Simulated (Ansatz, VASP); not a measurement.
One calculation of Si5S, two programs

The input INCAR:

```
SYSTEM = Si5S
PREC = Accurate
ENCUT = 600
EDIFF = 1E-6
ISMEAR = 0
SIGMA = 0.1
LREAL = .False.
LASPH = .True.
NELM = 60
ALGO = Normal
ISIF = 3
LWAVE = .False.
LCHARG = .False.
GGA = PE
IBRION = 2
NSW = 100
EDIFFG = -0.01
```

Contents of KPOINTS:

```
regular mesh
0
Gamma
  18 18 4
  0 0 0
```

POSCAR

```
Si5S
1.0
    2.5793641903      0.0000000000      0.0000000000
   -1.2896820951      2.2337949144      0.0000000000
    0.0000000000      0.0000000000     16.3402341561
Si S
5 1
Direct
    0.6666666667      0.3333333333      0.8171372244
    0.3333333333      0.6666666667      0.6600255027
    0.6666666667      0.3333333333      0.5000000000
    0.3333333333      0.6666666667      0.3399744973
    0.6666666667      0.3333333333      0.1828627756
    0.3333333333      0.6666666667      0.0000000000
```

Input for Ansatz:

```yaml
crystal:
  lattice:
    - [2.5793641903, 0.0, 0.0]
    - [-1.2896820951, 2.2337949144, 0.0]
    - [0.0, 0.0, 16.3402341561]
  atoms:
    - { symbol: Si, position: [0.6666666667, 0.3333333333, 0.8171372244] }
    - { symbol: Si, position: [0.3333333333, 0.6666666667, 0.6600255027] }
    - { symbol: Si, position: [0.6666666667, 0.3333333333, 0.5] }
    - { symbol: Si, position: [0.3333333333, 0.6666666667, 0.3399744973] }
    - { symbol: Si, position: [0.6666666667, 0.3333333333, 0.1828627756] }
    - { symbol: S, position: [0.3333333333, 0.6666666667, 0.0] }
basis:
  ecutwfc: 420
kpoints:
  mp_grid: { grid: [18, 18, 4] }
hamiltonian:
  xc: pbe
scf:
  occupations: { method: gaussian, width: 0.1 }
output:
  forces: true
  stress: true
  eigenvalues: true
  write_density: true
  write_potential: true
  elf: true
  volumetric_format: npy
relax:
  adjacent_minimum: "off"
  f_tol: 0.01
  max_steps: 80
  cell: { stress_tol: 0.05 }
```

Change from the starting cell: species swapped into the CeMg5 type (P-6m2, No. 187).

Alike in both runs: task relaxation of cell and atoms; functional PBE; k mesh 18 × 18 × 4; occupations gaussian, width 0.1 eV; no spin polarisation.

|  | VASP | Ansatz |
| --- | --- | --- |
| version | VASP 6.6.1 | Ansatz 0.2.0 |
| potentials or method | VASP PAW PBE potentials, release 64 (Si, S), cutoff 600 eV | scalar-relativistic, plane waves, PAW |
| valence electrons in the cell | 26 | 26 |

```csv
,VASP,Ansatz,Ansatz less VASP
"gap on the k mesh at the Fermi level, each at its own relaxed structure (eV)",none,none,-
relaxed volume (Å³/atom),15.04,15.10,+0.065
relaxed length of the cell vector where the two differ most in proportion (Å),14.421,14.597,+0.1755
```

A gap of «none» marks a metal or a gap that the smearing closes.

Noted on VASP's run: too few bands were computed for a metal, which touches its energy and stress.
